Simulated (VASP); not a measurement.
Input of a VASP 6.6.1 run:

Contents of INCAR:

```
  PREC = Accurate
  ENCUT = 520
  EDIFF = 1E-6
  ISMEAR = 0
  SIGMA = 0.1
  LREAL = False
  LASPH = True
  NELM = 80
  ALGO = Normal
  ISIF = 2
  LWAVE = False
  LCHARG = False
  GGA = PS
  IVDW = 12
  NELECT = 11.0
  NBANDS = 13
```

Contents of KPOINTS:

```
Automatic mesh
0
Gamma
  6 6 6
```

File POSCAR:

```
Se
1.0
    0.0000000000      3.1255665700      3.1255665700
    3.1255665700      0.0000000000      3.1255665700
    3.1255665700      3.1255665700      0.0000000000
Se
2
Direct
    0.5000000000      0.5000000000      0.5000000000
    0.7500000000      0.7500000000      0.7500000000
```

Potentials or basis: VASP PAW PBE potentials, release 64 (Se).

Command:

```sh
$ cat potpaw_PBE.64/Se/POTCAR > POTCAR
$ mpirun -np 1 vasp_std > vasp.out
```

Task: Predict the dispersion energy per atom.

Result: -0.249 eV.

Caveat: the cell carries a net charge on a neutralising background, which shifts energy and pressure.
